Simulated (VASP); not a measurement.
# Mg3Te (I4/mmm) in VASP: a series of runs, part 2 of 2

VASP 6.6.1.

### 3 Single point, PBEsol+D3(BJ)

This run uses another cell than the first one, of 22.21 Å³/atom, 1.007 times its volume.

The input, INCAR:

```
  ALGO = Fast
  EDIFF = 1E-6
  ENCUT = 520
  GGA = PS
  ISIF = 2
  ISMEAR = -1
  IVDW = 12
  LASPH = T
  LCHARG = F
  LREAL = F
  LWAVE = F
  NBANDS = 14
  NELM = 80
  PREC = Accurate
  SIGMA = 0.05
```

The input, KPOINTS:

```
k-points
0
Gamma
  9 9 9
```

The input, POSCAR:

```
Mg3Te
1.0
   -2.1126448734      2.1126448734      4.9772932190
    2.1126448734     -2.1126448734      4.9772932190
    2.1126448734      2.1126448734     -4.9772932190
Te Mg
1 3
Direct
    0.0000000000      0.0000000000      0.0000000000
    0.2500000000      0.7500000000      0.5000000000
    0.7500000000      0.2500000000      0.5000000000
    0.5000000000      0.5000000000      0.0000000000
```

Potentials or basis: VASP PAW PBE potentials, release 64 (Te, Mg).

The run is started by

```bash
cat potpaw_PBE.64/Te/POTCAR potpaw_PBE.64/Mg/POTCAR > POTCAR
mpirun -np 1 vasp_std > vasp.out
```

OUTCAR:

```text
EDIFF = 1E-6
   ENCUT = 520
   GGA = PS
   ISIF = 2
   ISMEAR = -1
   IVDW = 12
   LASPH = T
   LREAL = F
   NELM = 80
   PREC = Accurate
 IVDW          = 12

 ion  position               nearest neighbor table
   1  0.000  0.000  0.000-   4 2.99   4 2.99   4 2.99   4 2.99   3 3.26   2 3.26   3 3.26   2 3.26
                             3 3.26   3 3.26   2 3.26   2 3.26
   2  0.250  0.750  0.500-   3 2.99   3 2.99   3 2.99   3 2.99   4 3.26   1 3.26   4 3.26   4 3.26
                             1 3.26   1 3.26   4 3.26   1 3.26
   3  0.750  0.250  0.500-   2 2.99   2 2.99   2 2.99   2 2.99   4 3.26   1 3.26   4 3.26   1 3.26
                             4 3.26   4 3.26   1 3.26   1 3.26
   4  0.500  0.500  0.000-   1 2.99   1 2.99   1 2.99   1 2.99   3 3.26   2 3.26   3 3.26   3 3.26
                             2 3.26   2 3.26   3 3.26   2 3.26

  LATTYP: Found a body centered tetragonal cell.
 ALAT       =     4.2252897468
 C/A-ratio  =     2.3559535640

  Lattice vectors:

 A1 = (  -2.1126448734,   2.1126448734,   4.9772932190)
 A2 = (   2.1126448734,  -2.1126448734,   4.9772932190)
 A3 = (   2.1126448734,   2.1126448734,  -4.9772932190)

Analysis of symmetry for initial positions (statically):
=====================================================================
 Subroutine PRICEL returns:
 Original cell was already a primitive cell.

 Routine SETGRP: Setting up the symmetry group for a
 body centered tetragonal supercell.

 Subroutine GETGRP returns: Found 16 space group operations
 (whereof 16 operations were pure point group operations)
 out of a pool of 16 trial point group operations.

The static configuration has the point symmetry D_4h.

Analysis of symmetry for dynamics (positions and initial velocities):
=====================================================================
 Subroutine PRICEL returns:
 Original cell was already a primitive cell.

 Routine SETGRP: Setting up the symmetry group for a
 body centered tetragonal supercell.

 Subroutine GETGRP returns: Found 16 space group operations
 (whereof 16 operations were pure point group operations)
 out of a pool of 16 trial point group operations.

The dynamic configuration has the point symmetry D_4h.

 Subroutine INISYM returns: Found 16 space group operations
 (whereof 16 operations are pure point group operations),
 and found     1 'primitive' translations

----------------------------------------------------------------------------------------

                                     Primitive cell

  volume of cell :      88.8600

  direct lattice vectors                    reciprocal lattice vectors
    -2.112644873  2.112644873  4.977293219     0.000000000  0.236670160  0.100456207
     2.112644873 -2.112644873  4.977293219     0.236670160  0.000000000  0.100456207
     2.112644873  2.112644873 -4.977293219     0.236670160  0.236670160  0.000000000

  length of vectors
     5.805168775  5.805168775  5.805168775     0.257107398  0.257107398  0.334702150

  position of ions in fractional coordinates (direct lattice)
     0.000000000  0.000000000  0.000000000
     0.250000000  0.750000000  0.500000000
     0.750000000  0.250000000  0.500000000
     0.500000000  0.500000000  0.000000000

  ion indices of the primitive-cell ions
   primitive index   ion index
                 1           1
[... 61 lines left out ...]
   dimension x,y,z NGXF=    96 NGYF=   96 NGZF=   96
   ions per type =               1   3
   NGX,Y,Z   is equivalent  to a cutoff of  13.75, 13.75, 13.75 a.u.
   NGXF,Y,Z  is equivalent  to a cutoff of  27.49, 27.49, 27.49 a.u.
 SYSTEM =  unknown system
   PREC   = accura    normal or accurate (medium, high low for compatibility)
   ISTART =      0    job   : 0-new  1-cont  2-samecut
   ICHARG =      2    charge: 1-file 2-atom 10-const
   ISPIN  =      1    spin polarized calculation?
   LNONCOLLINEAR =      F non collinear calculations
   LSORBIT =      F    spin-orbit coupling
   LASPH  =      T    aspherical Exc in radial PAW
   ENCUT  =  520.0 eV  38.22 Ry    6.18 a.u.  10.79 10.79 10.79*2*pi/ulx,y,z
   NELM   =     80;   NELMIN=  2; NELMDL= -5     # of ELM steps
   EDIFF  = 0.1E-05   stopping-criterion for ELM
   LREAL  =      F    real-space projection
   EDIFFG = 0.1E-04   stopping-criterion for IOM
   NSW    =      0    number of steps for IOM
   IBRION =     -1    ionic relax: 0-MD 1-quasi-New 2-CG
   NFREE  =      0    steps in history (QN), initial steepest desc. (CG)
   ISIF   =      2    stress and relaxation
   ISYM   =      2    0-nonsym 1-usesym 2-fastsym
   POTIM  = 0.5000    time-step for ionic-motion
   TEBEG  =    0.0;   TEEND  =   0.0 temperature during run
   PSTRESS=    0.0 pullay stress
   NELECT =      12.0000    total number of electrons
   NUPDOWN=      -1.0000    fix difference up-down
   EMIN   =  10.00;   EMAX   =-10.00  energy-range for DOS
   EFERMI =   0.00;   METHOD = LEGACY
   ISMEAR =    -1;   SIGMA  =   0.05  broadening in eV -4-tet -1-fermi 0-gaus
   EFERMI_NEDOS =   21; number of points for ismear=-14 and -15
   IALGO  =     68    algorithm
   IMIX   =      4    mixing-type and parameters
     AMIX     =   0.40;   BMIX     =  1.00
     AMIX_MAG =   1.60;   BMIX_MAG =  1.00
  volume/ion in A,a.u.               =      22.21       149.91
  Fermi-wavevector in a.u.,A,eV,Ry     =   0.839911  1.587201  9.598232  0.705450
  Thomas-Fermi vector in A             =   1.954207
   LORBIT       =      0    0 simple, 1 ext, 2 COOP (PROOUT), +10 PAW based schemes
   GGA     = PS    functional components
   LHFCALC =     F    Hartree Fock is set to
   AEXX    =    0.0000 exact exchange contribution
   IVDW    =    12    specifies the selected vdW correction
   LEPSILON=     F    determine dielectric tensor
   LRPA    =     F    only Hartree local field effects (RPA)
 non-spin polarized calculation
 RMM-DIIS sequential band-by-band and
  energy-cutoff  :      520.00
  volume of cell :       88.86
 maximum number of plane-waves:      2414
 NGX is ok and might be reduce to    48
   NGX = 21   NGY = 21   NGZ = 21

 number of electron      12.0000000 magnetization

 Free energy of the ion-electron system (eV)
  ---------------------------------------------------
  ext. energy  EPLUGINS =         0.00000000
  ---------------------------------------------------
  free energy    TOTEN  =        -9.39413656 eV

  energy without entropy =       -9.37900534  energy(sigma->0) =       -9.38657095

 E-fermi :   5.1979     XC(G=0):  -9.3112

 val. band max:        5.1916497161   @ k =  -0.1111  -0.4444   0.1111
 cond. band min:       5.2053788073   @ k =  -0.4444   0.2222   0.0000
 fundamental gap:      0.0137290912
 Fermi energy:         5.1979118335

 k-point     1 :       0.0000    0.0000    0.0000
  band No.  band energies     occupation
      1      -7.4987      2.00000
      2       0.7483      2.00000
      3       0.9687      2.00000
      4       2.2906      2.00000
      5       2.2906      2.00000
      6       5.5749      0.00106
      7       6.2227      0.00000
      8       6.5788      0.00000
      9       6.5788      0.00000
     10       6.6115      0.00000
     11       8.8170      0.00000
     12      11.5899      0.00000
     13      11.5899      0.00000
     14      11.5986      0.00000
[... 377 lines left out ...]
      1      -6.5177      2.00000
      2      -0.3946      2.00000
      3      -0.0640      2.00000
      4       0.9757      2.00000
      5       2.5886      2.00000
      6       3.7261      2.00000
      7       5.0770      1.83637
      8       6.1447      0.00000
      9       6.8920      0.00000
     10       7.3629      0.00000
     11      11.0932      0.00000
     12      11.9307      0.00000
     13      13.4714      0.00000
     14      13.7364      0.00000

 [... further k-points ...]

------------------------ aborting loop because EDIFF is reached ----------------------------------------

 Edisp (eV)   -1.37195

 E8    (eV) :    -0.9174

  FORCE on cell =-STRESS in cart. coord.  units (eV):
  Direction    XX          YY          ZZ          XY          YZ          ZX
  --------------------------------------------------------------------------------------
  -------------------------------------------------------------------------------------
  Total      -0.20929    -0.20929    -0.18949     0.00000    -0.00000     0.00000
  in kB      -3.77356    -3.77356    -3.41651     0.00000    -0.00000     0.00000
  external pressure =       -3.65 kB  Pullay stress =        0.00 kB

 VOLUME and BASIS-vectors are now :
 -----------------------------------------------------------------------------
  energy-cutoff  :      520.00
  volume of cell :       88.86
      direct lattice vectors                 reciprocal lattice vectors
    -2.112644873  2.112644873  4.977293219     0.000000000  0.236670160  0.100456207
     2.112644873 -2.112644873  4.977293219     0.236670160  0.000000000  0.100456207
     2.112644873  2.112644873 -4.977293219     0.236670160  0.236670160  0.000000000

 POSITION                                       TOTAL-FORCE (eV/Angst)
 -----------------------------------------------------------------------------------
      0.00000      0.00000      0.00000        -0.000000      0.000000      0.000000
      2.11264      0.00000      2.48865         0.000000     -0.000000     -0.000000
      0.00000      2.11264      2.48865        -0.000000      0.000000     -0.000000
      0.00000      0.00000      4.97729        -0.000000      0.000000      0.000000
 -----------------------------------------------------------------------------------
    total drift:                                0.000000     -0.000000     -0.000000

  FREE ENERGIE OF THE ION-ELECTRON SYSTEM (eV)
  ---------------------------------------------------
  free  energy   TOTEN  =       -10.7660850510 eV

  energy  without entropy=      -10.7509538238  energy(sigma->0) =      -10.75851944
```

stdout:

```text
POSCAR found type information on POSCAR TeMg
 POSCAR found :  2 types and       4 ions
 scaLAPACK will be used
 -----------------------------------------------------------------------------
|                                                                             |
|                                                                             |
|     You enforced a specific xc type in the INCAR file but a different       |
|     I HOPE YOU KNOW WHAT YOU ARE DOING!                                     |
|                                                                             |
 -----------------------------------------------------------------------------

 LDA part: xc-table for (Slater+PW92), standard interpolation
 POSCAR, INCAR and KPOINTS ok, starting setup
 FFT: planning ... GRIDC
 FFT: planning ... GRID_SOFT
 FFT: planning ... GRID
 WAVECAR not read
 entering main loop
```

It took 2.1 min on 1 thread of Intel Xeon Platinum 8488C (Sapphire Rapids), shared host; peak memory 0.38 GiB.

What came out:

```yaml
Free_energy: -10.7661 eV
Pressure: -0.4 GPa
Band_gap_on_the_k_mesh: zero (band 6 reaches 5.93 eV, above the bottom of band 7 at 4.13 eV)
Dispersion_energy_per_atom: -0.343 eV
```

Caveat: three body term missing; the PAW data sets were made with another functional, which shifts forces and pressure a little; spin-orbit coupling is left out, which moves the levels of the heavy elements; pairwise dispersion overbinds metals, which lowers pressure and volume.

### 4 Single point, PBEsol+D4

This run uses another cell than the first one, of 22.81 Å³/atom, 1.034 times its volume.

The input, INCAR:

```
SYSTEM = Mg3Te
PREC     = Accurate       ! precision mode
ENCUT    = 520            ! plane-wave cutoff, eV
EDIFF    = 1E-6           ! SCF threshold, eV
ISMEAR   = -1             ! smearing method
SIGMA    = 0.05           ! smearing width, eV
LREAL    = .False.        ! projectors in reciprocal space
LASPH    = .True.         ! aspherical terms in the spheres
NELM     = 100            ! most SCF steps
ALGO     = Normal         ! electronic algorithm
ISIF     = 2              ! what is computed and relaxed
LWAVE    = .False.        ! write WAVECAR
LCHARG   = .False.        ! write CHGCAR
GGA      = PS             ! functional
IVDW     = 13             ! dispersion correction
NBANDS   = 14             ! bands
```

The input, KPOINTS:

```
Automatic mesh
0
Gamma
  9 9 9
  0 0 0
```

The input, POSCAR:

```
Mg3Te
1.0
   -2.1274762825      2.1274762825      5.0389694092
    2.1274762825     -2.1274762825      5.0389694092
    2.1274762825      2.1274762825     -5.0389694092
Te Mg
1 3
Direct
    0.0000000000      0.0000000000      0.0000000000
    0.2500000000      0.7500000000      0.5000000000
    0.7500000000      0.2500000000      0.5000000000
    0.5000000000      0.5000000000      0.0000000000
```

The run is started by

```bash
cat potpaw_PBE.64/Te/POTCAR potpaw_PBE.64/Mg/POTCAR > POTCAR
mpirun -np 1 vasp_std > vasp.out
```

Run time: 2.2 min. Hardware: 1 thread of Intel Xeon Platinum 8488C (Sapphire Rapids), shared host; peak memory 0.37 GiB.

Results (log left out):

```
Free energy                : -10.0177 eV
Pressure                   : 0.0 GPa
Band gap on the k mesh     : zero (band 6 reaches 5.63 eV, above the bottom of band 7 at 3.94 eV)
Dispersion energy per atom : -0.150 eV
```

Levels at points of the mesh, in eV from the Fermi level:
| k point | band 3 | band 4 | band 5 | band 6 | band 7 | band 8 | band 9 | band 10 |
| --- | --- | --- | --- | --- | --- | --- | --- | --- |
| (0.00, 0.00, 0.00) | -4.23 | -2.84 | -2.84 | 0.34 | 1.06 | 1.40 | 1.40 | 1.49 |

Caveat: the PAW data sets were made with another functional, which shifts forces and pressure a little; spin-orbit coupling is left out, which moves the levels of the heavy elements; pairwise dispersion overbinds metals, which lowers pressure and volume.

### 5 Single point, PBEsol

This run uses another cell than the first one, of 23.38 Å³/atom, 1.060 times its volume.

The input, INCAR:

```
  PREC = Accurate
  ENCUT = 520
  EDIFF = 1E-7
  ISMEAR = -1
  SIGMA = 0.05
  LREAL = F
  LASPH = T
  NELM = 100
  ALGO = Fast
  ISIF = 2
  LWAVE = F
  LCHARG = T
  GGA = PS
  LELF = T
  LVHAR = T
  NBANDS = 14
```

The input, KPOINTS:

```
regular mesh
0
Gamma
  9 9 9
```

The input, POSCAR:

```
Mg3Te
1.0
   -2.1401406630      2.1401406630      5.1054918461
    2.1401406630     -2.1401406630      5.1054918461
    2.1401406630      2.1401406630     -5.1054918461
Te Mg
1 3
Direct
    0.0000000000      0.0000000000      0.0000000000
    0.2500000000      0.7500000000      0.5000000000
    0.7500000000      0.2500000000      0.5000000000
    0.5000000000      0.5000000000      0.0000000000
```

The run is started by

```bash
cat potpaw_PBE.64/Te/POTCAR potpaw_PBE.64/Mg/POTCAR > POTCAR
mpirun -np 1 vasp_std > vasp.out
```

Run time: 2.9 min. Hardware: 1 thread of Intel Xeon Platinum 8488C (Sapphire Rapids), shared host; peak memory 0.37 GiB.

The run converged. Its results:

| Quantity | Value |
| --- | --- |
| Free energy | -9.4249 eV |
| Pressure | 0.0 GPa |
| Band gap on the k mesh | zero (band 6 reaches 5.34 eV, above the bottom of band 7 at 3.76 eV) |

Levels at points of the mesh, in eV from the Fermi level:
| k point | band 4 | band 5 | band 6 | band 7 | band 8 | band 9 |
| --- | --- | --- | --- | --- | --- | --- |
| (0.00, 0.00, 0.00) | -2.77 | -2.77 | 0.30 | 1.09 | 1.43 | 1.43 |

Caveat: the PAW data sets were made with another functional, which shifts forces and pressure a little; spin-orbit coupling is left out, which moves the levels of the heavy elements.

### 6 Single point, PBEsol+D3(BJ)

This run uses another cell than the first one, of 24.18 Å³/atom, 1.096 times its volume.

The input, INCAR:

```
SYSTEM = Mg3Te
PREC = Accurate ; ENCUT = 520
EDIFF = 1E-7 ; ISMEAR = -1
SIGMA = 0.05 ; LREAL = .False.
LASPH = .True. ; NELM = 100
ALGO = Fast ; ISIF = 2
LWAVE = .False. ; LCHARG = .False.
GGA = PS ; IVDW = 12
NBANDS = 14
```

The input, KPOINTS:

```
regular mesh
0
Gamma
  9 9 9
  0 0 0
```

The input, POSCAR:

```
Mg3Te
1.0
   -2.1393600000      2.1393600000      5.2824880000
    2.1393600000     -2.1393600000      5.2824880000
    2.1393600000      2.1393600000     -5.2824880000
Te Mg
1 3
Direct
    0.0000000000      0.0000000000      0.0000000000
    0.2500000000      0.7500000000      0.5000000000
    0.7500000000      0.2500000000      0.5000000000
    0.5000000000      0.5000000000      0.0000000000
```

Potentials or basis: VASP PAW PBE potentials, release 64 (Te, Mg).

The run is started by

```bash
cat potpaw_PBE.64/Te/POTCAR potpaw_PBE.64/Mg/POTCAR > POTCAR
mpirun -np 1 vasp_std > vasp.out
```

Wall time 3 min (1 thread of Intel Xeon Platinum 8488C (Sapphire Rapids), shared host); peak memory 0.39 GiB.

Results (log left out):

```yaml
Free_energy: -10.6657 eV
Pressure: -3.3 GPa
Band_gap_on_the_k_mesh: zero (band 6 reaches 4.87 eV, above the bottom of band 7 at 3.54 eV)
Dispersion_energy_per_atom: -0.314 eV
```

Stress tensor (GPa, compression positive):
```
-3.19  0.00  0.00
 0.00 -3.19  0.00
 0.00  0.00 -3.43
```

Levels at points of the mesh, in eV from the Fermi level:
```tsv
k point	band 3	band 4	band 5	band 6	band 7	band 8	band 9	band 10
(0.00, 0.00, 0.00)	-4.22	-2.64	-2.64	0.25	1.20	1.55	1.55	1.72
```

Caveat: three body term missing; the PAW data sets were made with another functional, which shifts forces and pressure a little; spin-orbit coupling is left out, which moves the levels of the heavy elements; pairwise dispersion overbinds metals, which lowers pressure and volume.

### 7 Overview

```csv
level,cell,gap on the mesh (eV),pressure (GPa)
PBEsol+D3(BJ),"a = 5.789 Å, angles 137.3, 137.3, 62.0°, 4 atoms",none,0.0
PBEsol+D3(BJ),"a = 5.805 Å, angles 137.3, 137.3, 62.0°, 4 atoms",none,-0.4
PBEsol+D4,"a = 5.869 Å, angles 137.5, 137.5, 61.7°, 4 atoms",none,0.0
PBEsol,"a = 5.935 Å, angles 137.7, 137.7, 61.3°, 4 atoms",none,0.0
PBEsol+D3(BJ),"a = 6.088 Å, angles 138.9, 138.9, 59.6°, 4 atoms",none,-3.3
```

Alike in all rows: task single point; potentials or basis VASP PAW PBE potentials, release 64 (Te, Mg); no spin polarisation; k mesh 9 × 9 × 9; cutoff (eV) 520; smearing fermi-dirac 0.05 eV.

Caveats: the PAW data sets were made with another functional, which shifts forces and pressure a little; spin-orbit coupling is left out, which moves the levels of the heavy elements; pairwise dispersion overbinds metals, which lowers pressure and volume (some runs); three body term missing (some runs).

Absolute energies hang on the potentials; compare differences alone.
